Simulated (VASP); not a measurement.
Runs of VASP 6.6.1 on Na2S. Symmetry: Fm-3m, No. 225, cubic system. The conventional cell has a = 6.511 Å, b = 6.511 Å, c = 6.511 Å, α = 90.00°, β = 90.00°, γ = 90.00°. Within 3.7 Å of Na (site symmetry -43m) lie 4 S at 2.82 Å and 6 Na at 3.26 Å. S (site symmetry m-3m) has 8 Na at 2.82 Å within 3.7 Å. 

```csv
level,k mesh,cutoff (eV),grid for exact exchange (PRECFOCK),share of exact exchange,screening parameter,gap on the mesh (eV),pressure (GPa)
PBE,4 × 4 × 4,500,-,-,-,2.53,(a)
r2SCAN,4 × 4 × 4,550,-,-,-,3.11,-0.1
PBE,6 × 6 × 6,500,-,-,-,2.53,0.8
HSE06,4 × 4 × 4,400,Normal,0.25,0.2079 1/Å,3.52,0.0
PBE0,4 × 4 × 4,400,Normal,0.25,-,(b),-0.1
```

Alike in all rows: task single point; potentials or basis VASP PAW PBE potentials, release 64 (Na_pv, S); no spin polarisation; cell as given; smearing gaussian 0.01 eV.

Q: Estimate the missing entries.

A: (a) 0.9; (b) 4.22.

Caveats: the PAW data sets were made with another functional, which shifts forces and pressure a little (at least some runs).

